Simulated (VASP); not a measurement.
Set up this calculation in VASP 6.6.1, as the native input.

| Property | Result |
| --- | --- |
| Task | single point |
| Functional | LDA |
| Potentials or basis | VASP PAW LDA potentials, release 64 (Hf_pv) |
| Cutoff | 520 eV |
| k mesh | 18 × 18 × 18 |
| Occupations | gaussian, width 0.15 eV |
| Spin | no spin polarisation |
| Dipole correction | no |
| Further INCAR settings | ALGO = Fast; EDIFF = 1e-06; NBANDS = 11 |

The structure of Hf lies in POSCAR:

```
Hf
1.0
    0.0000000000      2.2200000000      2.2200000000
    2.2200000000      0.0000000000      2.2200000000
    2.2200000000      2.2200000000      0.0000000000
Hf
1
Direct
    0.0000000000      0.0000000000      0.0000000000
```

This isn't the form of Hf at room conditions, which is hcp.

One way to write it, as run:

INCAR

```
SYSTEM = Hf
PREC     = Accurate       ! precision mode
ENCUT    = 520            ! plane-wave cutoff, eV
EDIFF    = 1E-6           ! SCF threshold, eV
ISMEAR   = 0              ! smearing method
SIGMA    = 0.15           ! smearing width, eV
LREAL    = .False.        ! projectors in reciprocal space
LASPH    = .True.         ! aspherical terms in the spheres
NELM     = 100            ! most SCF steps
ALGO     = Fast           ! electronic algorithm
ISIF     = 2              ! what is computed and relaxed
LWAVE    = .False.        ! write WAVECAR
LCHARG   = .False.        ! write CHGCAR
NBANDS   = 11             ! bands
```

KPOINTS

```
regular mesh
0
Gamma
  18 18 18
  0 0 0
```

Potentials or basis: VASP PAW LDA potentials, release 64 (Hf_pv).

The run is started by

```sh
$ cat potpaw_LDA.64/Hf_pv/POTCAR > POTCAR
$ mpirun -np 1 vasp_std > vasp.out
```

It gave:

- Pressure: -5.7 GPa
- Band gap on the k mesh: zero (bands 5 and 6 overlap by 1.99 eV)

Caveat: the cell stands under tension; spin-orbit coupling is left out, which moves the levels of the heavy elements.

Wall time 72 s on 1 thread of AMD EPYC 7R13, on a shared host, peak memory 0.13 GiB.
